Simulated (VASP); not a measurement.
Here is a VASP 6.6.1 calculation.

File INCAR:

```
  PREC = Accurate
  ENCUT = 520
  EDIFF = 1E-6
  ISMEAR = 0
  SIGMA = 0.05
  LREAL = Auto
  LASPH = True
  NELM = 100
  ALGO = Normal
  ISIF = 2
  LWAVE = False
  LCHARG = False
  NBANDS = 56
```

The input KPOINTS:

```
Automatic mesh
0
Gamma
  2 2 1
```

Contents of POSCAR:

```
H2C18O
1.0
    7.3980000000      0.0000000000      0.0000000000
   -3.6990000000      6.4068560000      0.0000000000
    0.0000000000      0.0000000000     13.0000000000
C O H
18 1 2
Direct
   -0.0023718955      0.0063748896      0.0727956154
    0.2181896064      0.1172205213      0.0642178462
   -0.0077770407      0.3390636531      0.0770074615
    0.2229480057      0.4547075820      0.0928079231
   -0.0021683261      0.6773581301      0.0726977692
    0.2184258135      0.7870484369      0.0639314615
    0.3303976458      0.0081840453      0.0610583077
    0.5525796534      0.1192687958      0.0608693846
    0.3340585918      0.3395308089      0.0667586923
    0.5486076942      0.4474389623      0.0676024615
    0.3344698179      0.6807128176      0.0661853846
    0.5488085924      0.7876493556      0.0669619231
    0.6641851012      0.0096381127      0.0639174615
    0.8843682014      0.1203598145      0.0718230769
    0.6641711425      0.3405834312      0.0642800000
    0.8844293188      0.4500508518      0.0719238462
    0.6568297736      0.6716595472      0.1012873077
    0.8890393917      0.7874918681      0.0799823846
    0.6185140229      0.6621878188      0.2127683846
    0.2561707289      0.4729394574      0.1779512308
    0.6222116687      0.5413722425      0.2404798462
```

Potentials or basis: VASP PAW LDA potentials, release 64 (C, O, H).

Command:

```bash
$ cat potpaw_LDA.64/C/POTCAR potpaw_LDA.64/O/POTCAR potpaw_LDA.64/H/POTCAR > POTCAR
$ mpirun -np 1 vasp_std > vasp.out
```

Task: What does it give for the largest force?

Result: 0.396 eV/Å.

Task: What does it give for the band gap on the k mesh?

Result: 0.36 eV, direct.

Forces in eV/Å, atoms in the order of the input:
```
C    0.002  0.012 -0.017
C   -0.006 -0.005 -0.018
C    0.003 -0.001 -0.037
C   -0.059 -0.044  0.040
C    0.001 -0.011 -0.019
C    0.003 -0.004 -0.016
C   -0.007  0.009 -0.021
C   -0.008 -0.006 -0.015
C   -0.005  0.001  0.023
C   -0.004  0.026  0.021
C   -0.002  0.016  0.007
C    0.015 -0.037  0.028
C   -0.014 -0.009 -0.007
C   -0.008 -0.005 -0.021
C   -0.001 -0.006 -0.002
C   -0.017  0.009 -0.025
C    0.021  0.033 -0.033
C    0.003  0.014 -0.021
O    0.193  0.255 -0.006
H   -0.335 -0.183  0.107
H    0.226 -0.063  0.034
```

Caveat: the k points lie up to 0.49 Å⁻¹ apart.
